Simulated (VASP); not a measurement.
Here is a VASP 6.6.1 calculation.

Contents of INCAR:

```
SYSTEM = Na3LaO3
  PREC = Accurate
  ENCUT = 520
  EDIFF = 1E-6
  ISMEAR = 0
  SIGMA = 0.15
  LREAL = .FALSE.
  LASPH = .TRUE.
  NELM = 100
  ALGO = Normal
  ISIF = 2
  LWAVE = .FALSE.
  LCHARG = .FALSE.
  GGA = PE
  NBANDS = 34
```

Contents of KPOINTS:

```
regular mesh
0
G
  3 3 3
  0 0 0
```

POSCAR

```
Na3LaO3
1.0
   -2.3573066133      2.3573066133      5.5338733246
    2.3573066133     -2.3573066133      5.5338733246
    2.3573066133      2.3573066133     -5.5338733246
Na La O
3 1 3
Direct
    0.1516383231      0.6516383231      0.5000000000
    0.6516383231      0.1516383231      0.5000000000
   -0.0309173011     -0.0309173011      0.0000000000
    0.3926039390      0.3926039390      0.0000000000
    0.4407599618      0.9407599618      0.5000000000
    0.9407599618      0.4407599618      0.5000000000
    0.1875642922      0.1875642922      0.0000000000
```

Potentials or basis: VASP PAW PBE potentials, release 64 (Na_pv, La, O).

The run is started by

```console
$ cat potpaw_PBE.64/Na_pv/POTCAR potpaw_PBE.64/La/POTCAR potpaw_PBE.64/O/POTCAR > POTCAR
$ mpirun -np 1 vasp_std > vasp.out
```

Task: Estimate the largest force.

Result: 0.057 eV/Å.

Task: What does it give for the band gap on the k mesh?

Result: 1.00 eV.

Stress tensor (GPa, compression positive):
```
-0.01  0.00  0.00
 0.00 -0.01  0.00
 0.00  0.00  0.67
```

Caveat: the k points lie up to 0.48 Å⁻¹ apart; spin-orbit coupling is left out, which moves the levels of the heavy elements.
